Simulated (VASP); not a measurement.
## NbAs: electric field gradients with LDA

Crystal: NbAs.

```
CELL_PARAMETERS angstrom
-1.72008 1.72008 5.82047
1.72008 -1.72008 5.82047
1.72008 1.72008 -5.82047
ATOMIC_POSITIONS crystal
Nb 0.75000 0.75000 0.00000
Nb 0.50000 0.00000 0.50000
As 0.16600 0.16600 0.00000
As 0.91600 0.41600 0.50000
```

```json
{
  "Program": "VASP 6.6.1",
  "Task": "electric field gradients",
  "Functional": "LDA",
  "Potentials or basis": "VASP PAW LDA potentials, release 64 (Nb_sv, As)",
  "Cutoff": "520 eV",
  "k mesh": "15 × 15 × 15",
  "Occupations": "fermi-dirac, width 0.08 eV",
  "Spin": "no spin polarisation",
  "Dipole correction": "no",
  "Further INCAR settings": "ALGO = Normal; EDIFF = 1e-08; NBANDS = 26"
}
```

```
Pressure                                : -3.5 GPa
Largest force                           : 0.289 eV/Å
Band gap on the k mesh                  : zero (bands 18 and 19 overlap by 0.04 eV)
Largest electric field gradient by atom : Nb +16.2; As +25.5 V/Å²
```

Forces on the atoms (eV/Å):
```
Nb   0.000  0.000 -0.289
Nb   0.000  0.000 -0.289
As   0.000  0.000  0.289
As   0.000  0.000  0.289
```

Stress tensor (GPa, compression positive):
```
-3.95  0.00  0.00
 0.00 -3.95  0.00
 0.00  0.00 -2.71
```

Levels at points of the mesh, in eV from the Fermi level:
| k point | band 15 | band 16 | band 17 | band 18 | band 19 | band 20 | band 21 | band 22 |
| --- | --- | --- | --- | --- | --- | --- | --- | --- |
| (0.00, 0.00, 0.00) | -2.04 | -1.69 | -1.38 | -1.38 | 0.74 | 1.32 | 2.45 | 3.06 |

Electric field gradients, principal values (V/Å²):
```csv
atom,least,middle,greatest (by size)
1 Nb,-1.846,-14.370,16.216
2 Nb,-1.846,-14.370,16.216
3 As,-0.802,-24.710,25.512
4 As,-0.802,-24.710,25.512
```

Wall time 20 min on 1 thread of AMD EPYC 7R13 Processor (Zen 3), with other jobs on the host, peak memory 0.56 GiB.

Caveat: the cell stands under tension; without QUAD_EFG the Cq values of the log hold for a quadrupole moment of 1 mb, not for the nuclei.
